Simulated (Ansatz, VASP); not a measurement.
# LiCl: VASP beside Ansatz

INCAR

```
ALGO = Normal ; EDIFF = 1E-7
ENCUT = 520 ; ISIF = 2
ISMEAR = 0 ; LASPH = T
LCHARG = F ; LREAL = F
LWAVE = F ; NBANDS = 12
NELM = 60 ; PREC = Accurate
SIGMA = 0.1
```

KPOINTS

```
k-points
0
Gamma
  6 6 6
```

Contents of POSCAR:

```
LiCl
1.0
    0.0000000000      2.5421223400      2.5421223400
    2.5421223400      0.0000000000      2.5421223400
    2.5421223400      2.5421223400      0.0000000000
Li Cl
1 1
Direct
    0.0000000000      0.0000000000      0.0000000000
    0.5000000000      0.5000000000      0.5000000000
```

Input for Ansatz:

```yaml
crystal:
  lattice:
    - [0.0, 2.54212234, 2.54212234]
    - [2.54212234, 0.0, 2.54212234]
    - [2.54212234, 2.54212234, 0.0]
  atoms:
    - { symbol: Li, position: [0.0, 0.0, 0.0] }
    - { symbol: Cl, position: [0.5, 0.5, 0.5] }
basis:
  ecutwfc: 420
kpoints:
  mp_grid: { grid: [6, 6, 6] }
hamiltonian:
  xc: lda
  pseudopotentials: { kind: paw, azcp: { folder: soft_1 } }
scf:
  occupations: { method: gaussian, width: 0.1 }
output:
  forces: true
  stress: true
  eigenvalues: true
```

Alike in both runs: task single point; functional LDA; k mesh 6 × 6 × 6; occupations gaussian, width 0.1 eV; no spin polarisation.

|  | VASP | Ansatz |
| --- | --- | --- |
| version | VASP 6.6.1 | Ansatz 0.2.0 |
| potentials or method | VASP PAW LDA potentials, release 64 (Li_sv, Cl), cutoff 520 eV | scalar-relativistic, plane waves, PAW |
| valence electrons in the cell | 10 | 10 |

|  | VASP | Ansatz | Ansatz less VASP |
| --- | --- | --- | --- |
| gap on the k mesh at the Fermi level (eV) | 6.16 | 6.15 | -0.016 |
| least direct gap on the mesh (eV) | 6.16 | 6.15 | -0.016 |

Ansatz warns that its potentials were made for another functional, while VASP's fit it. LDA's correlation is that of Perdew and Zunger in VASP and of Perdew and Wang (1992) in Ansatz.

Noted on VASP's run: the cutoff is under 1.25 times that of the potentials, so the pressure is a little rough.
